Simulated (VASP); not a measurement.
# AlN (P6_3mc) in VASP: a series of runs, part 2 of 2

VASP 6.6.1. The steps go on from the part before.

### 3 Relaxation of cell and atoms, LDA

This run uses another cell than the first one, of 10.45 Å³/atom.

Input file INCAR:

```
  PREC = Accurate
  ENCUT = 600
  EDIFF = 1E-6
  ISMEAR = -1
  SIGMA = 0.1
  LREAL = False
  LASPH = True
  NELM = 100
  ALGO = Normal
  ISIF = 3
  LWAVE = False
  LCHARG = False
  GGA = CA
  IBRION = 2
  NSW = 100
  EDIFFG = -0.002
```

Input file KPOINTS:

```
regular mesh
0
Gamma
  12 12 6
```

Input file POSCAR:

```
AlN
1.0
    3.1130000000      0.0000000000      0.0000000000
   -1.5565000000      2.6959370820      0.0000000000
    0.0000000000      0.0000000000      4.9810000000
Al N
2 2
Direct
    0.3333333333      0.6666666667      0.0000000000
    0.6666666667      0.3333333333      0.5000000000
    0.3333333333      0.6666666667      0.3800000000
    0.6666666667      0.3333333333      0.8800000000
```

Potentials or basis: VASP PAW LDA potentials, release 64 (Al, N).

Command:

```console
$ cat potpaw_LDA.64/Al/POTCAR potpaw_LDA.64/N/POTCAR > POTCAR
$ mpirun -np 1 vasp_std > vasp.out
```

OUTCAR:

```text
PREC = Accurate
   ENCUT = 600
   EDIFF = 1E-6
   ISMEAR = -1
   LREAL = False
   LASPH = True
   NELM = 100
   ISIF = 3
   GGA = CA
   IBRION = 2
   NSW = 100
   EDIFFG = -0.002

 ion  position               nearest neighbor table
   1  0.333  0.667  0.000-   3 1.89   4 1.89   4 1.89   4 1.89   2 3.07   2 3.07   2 3.07   2 3.07
                             2 3.07   2 3.07
   2  0.667  0.333  0.500-   4 1.89   3 1.89   3 1.89   3 1.89   1 3.07   1 3.07   1 3.07   1 3.07
                             1 3.07   1 3.07
   3  0.333  0.667  0.380-   1 1.89   2 1.89   2 1.89   2 1.89
   4  0.667  0.333  0.880-   2 1.89   1 1.89   1 1.89   1 1.89

  LATTYP: Found a hexagonal cell.
 ALAT       =     3.1130000000
 C/A-ratio  =     1.6000642467

  Lattice vectors:

 A1 = (   3.1130000000,   0.0000000000,   0.0000000000)
[... 464 lines left out ...]
 fundamental gap:      4.4017313641
 Fermi energy:         8.1088451599

 k-point     1 :       0.0000    0.0000    0.0000
  band No.  band energies     occupation
      1      -9.0684      2.00000
      2      -6.7830      2.00000
      3      -0.0533      2.00000
      4       5.2011      2.00000
      5       5.2011      2.00000
      6       5.8619      2.00000
      7       5.8619      2.00000
      8       6.0889      2.00000
      9      10.4906      0.00000
     10      12.7984      0.00000
     11      16.7242      0.00000
     12      17.1695      0.00000
[... 331 lines left out ...]
 k-point    24 :       0.3333    0.0000    0.1667
  band No.  band energies     occupation
      1      -7.6736      2.00000
      2      -6.3486      2.00000
      3       1.0650      2.00000
      4       2.0778      2.00000
      5       2.6760      2.00000
      6       4.2687      2.00000
      7       5.2753      2.00000
      8       5.4127      2.00000
      9      11.9104      0.00000
     10      12.6791      0.00000
     11      14.6301      0.00000
     12      16.2483      0.00000

 [... further k-points ...]
[... 5 lines left out ...]
  --------------------------------------------------------------------------------------
  -------------------------------------------------------------------------------------
  Total        0.0002074      0.0002074     -0.0029858      0.0000000     -0.0000000      0.0000000
  in kB        0.0081141      0.0081141     -0.1168331      0.0000000     -0.0000000      0.0000000
  external PRESSURE =      -0.0335350 kB  Pullay stress =       0.0000000 kB
[... 19 lines left out ...]
  FREE ENERGIE OF THE ION-ELECTRON SYSTEM (eV)
  ---------------------------------------------------
  free  energy   TOTEN  =       -32.8435425314 eV

  energy  without entropy=      -32.8435425313  energy(sigma->0) =      -32.84354253

 reached required accuracy - stopping structural energy minimisation
```

OSZICAR:

```text
N       E                     dE             d eps       ncg     rms          rms(c)
DAV:   1     0.525299636277E+02    0.52530E+02   -0.83201E+03  1824   0.134E+03
DAV:   2    -0.338996574859E+02   -0.86430E+02   -0.79706E+02  2688   0.221E+02
DAV:   3    -0.378470839936E+02   -0.39474E+01   -0.39324E+01  2408   0.515E+01
DAV:   4    -0.378756229939E+02   -0.28539E-01   -0.28533E-01  2132   0.525E+00
[... 47 lines left out ...]
DAV:   4    -0.328435345250E+02    0.44007E-06   -0.63083E-07   936   0.710E-03
   7 F= -.32843535E+02 E0= -.32843535E+02  d E =0.193481E-05
       N       E                     dE             d eps       ncg     rms          rms(c)
DAV:   1    -0.328435514439E+02   -0.16479E-04   -0.45195E-04  1864   0.209E-01    0.195E-02
DAV:   2    -0.328435429116E+02    0.85323E-05   -0.30835E-05  2156   0.477E-02    0.600E-03
DAV:   3    -0.328435425314E+02    0.38014E-06   -0.14862E-06  1164   0.107E-02
   8 F= -.32843543E+02 E0= -.32843543E+02  d E =-.607165E-05
```

CONTCAR:

```text
AlN
   1.00000000000000
     3.0912559886733333   -0.0000000000000000    0.0000000000000000
    -1.5456279943366666    2.6771062158105297   -0.0000000000000000
     0.0000000000000000   -0.0000000000000000    4.9476685437159231
  Al              N
     2     2
Direct
     0.3333333332999970    0.6666666667000030    0.9990192658665205
     0.6666666667000030    0.3333333332999970    0.4990192658665204
     0.3333333332999970    0.6666666667000030    0.3809807341334822
     0.6666666667000030    0.3333333332999970    0.8809807341334821

  0.00000000E+00  0.00000000E+00  0.00000000E+00
  0.00000000E+00  0.00000000E+00  0.00000000E+00
  0.00000000E+00  0.00000000E+00  0.00000000E+00
  0.00000000E+00  0.00000000E+00  0.00000000E+00
```

It took 3.4 min on 1 thread of Intel Xeon 8259CL, shared host; peak memory 0.18 GiB.

Results:

```yaml
Free_energy: -32.8435 eV
Relaxed_volume: 10.24 Å³/atom
Relaxed_cell: a = 3.091 Å, b = 3.091 Å, c = 4.948 Å, α = 90.00°, β = 90.00°, γ = 120.00°
Space_group_after_relaxing_to_0.1_Å: P6_3mc (No. 186)
Energy_gained_by_relaxing: 3.2 meV/atom
Ionic_steps: 8
Pressure_after_relaxing: 0.0 GPa
Band_gap_on_the_k_mesh: 4.40 eV
```

Step by step:
```tsv
step	energy change (eV)	largest force (eV/Å)	pressure (GPa)	volume (Å³)
1	0.0000	0.1194	-4.21	41.80
2	-0.0009	0.0854	4.30	40.16
3	-0.0124	0.0200	-0.04	40.96
4	-0.0124	0.0180	0.06	40.94
5	-0.0126	0.0112	0.08	40.93
6	-0.0126	0.0047	0.09	40.93
7	-0.0126	0.0053	-0.09	40.96
8	-0.0126	0.0003	0.00	40.95
```

Final structure:
```yaml
crystal:
  lattice:
    - [3.09126, 0.00000, 0.00000]
    - [-1.54563, 2.67711, 0.00000]
    - [0.00000, 0.00000, 4.94767]
  atoms:
    - { symbol: Al, position: [0.33333, 0.66667, 0.99902] }
    - { symbol: Al, position: [0.66667, 0.33333, 0.49902] }
    - { symbol: N, position: [0.33333, 0.66667, 0.38098] }
    - { symbol: N, position: [0.66667, 0.33333, 0.88098] }
```

Levels at points of the mesh, in eV from the valence-band top:
| k point | band 5 | band 6 | band 7 | band 8 | band 9 | band 10 | band 11 | band 12 |
| --- | --- | --- | --- | --- | --- | --- | --- | --- |
| (0.00, 0.00, 0.00) | -0.89 | -0.23 | -0.23 | 0.00 | 4.40 | 6.71 | 10.64 | 11.08 |
| (0.50, 0.00, 0.00) | -3.43 | -2.14 | -1.84 | -0.71 | 5.72 | 5.72 | 8.25 | 10.27 |
| (0.00, 0.00, 0.50) | -0.57 | -0.57 | -0.57 | -0.57 | 6.59 | 6.59 | 10.30 | 10.30 |
| (0.50, 0.00, 0.50) | -1.51 | -1.51 | -1.40 | -1.40 | 5.25 | 5.25 | 9.19 | 9.19 |

A k mesh can miss the band edges. LDA usually gives volumes a few per cent too small.

### 4 How close it comes

Step 2. A measured gap of AlN is 6.034 eV (an exciton energy, a little under the gap; 10 K; quoted in “Self-assembly of well-separated AlN nanowires directly on sputtered metallic TiN films”, 2019, arxiv:1910.07391); the calculated 4.42 eV misses it by -1.61 eV. 2 values of this kind are on record (6.034 to 6.0343 eV); this one was drawn at random. The value is that of LDA, without temperature or zero-point motion. Semilocal functionals fall short of measured gaps as a rule.
